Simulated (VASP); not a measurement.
# Sc3Ga2As: single point with PBE

The system is Sc3Ga2As.

```
Sc Ga As
1.0
     6.23814    0.00000    0.00000
    -3.11907    5.40239    0.00000
     0.00000    0.00000    4.19259
Sc Ga As
3 2 1
Direct
  0.50000 0.00000 0.50000
  0.50000 0.50000 0.50000
  0.00000 0.50000 0.50000
  0.33333 0.66667 0.00000
  0.66667 0.33333 0.00000
  0.00000 0.00000 0.00000
```

The cell was built from a structure type or drawn by symmetry, and may not be a known phase.

| Quantity | Value |
| --- | --- |
| Program | VASP 6.6.1 |
| Task | single point |
| Functional | PBE |
| Potentials or basis | VASP PAW PBE potentials, release 64 (Sc_sv, Ga_d, As) |
| Cutoff | 520 eV |
| k mesh | 3 × 3 × 6 |
| Occupations | gaussian, width 0.1 eV |
| Spin | no spin polarisation |

```json
{
 "Pressure": "0.2 GPa",
 "Band gap on the k mesh": "zero (bands 32 and 33 overlap by 0.58 eV)"
}
```

Stress tensor (GPa, compression positive):
```
0.07 0.00 0.00
0.00 0.07 0.00
0.00 0.00 0.52
```

Levels at points of the mesh, in eV from the Fermi level:
```
           k point  band 29  band 30  band 31  band 32  band 33  band 34  band 35  band 36
(0.00, 0.00, 0.00)    -2.24    -1.62    -0.87    -0.28     0.16     0.28     0.28     0.97
(0.00, 0.00, 0.50)    -2.27    -0.48    -0.42    -0.42    -0.14    -0.14     1.39     1.45
```

Run time: 3.2 min on 1 thread of Oxide Virtual Turin-like Processor, on a shared host, peak memory 0.26 GiB.

Caveat: the k points lie up to 0.39 Å⁻¹ apart, too coarse for converged energies and pressures of a metal.
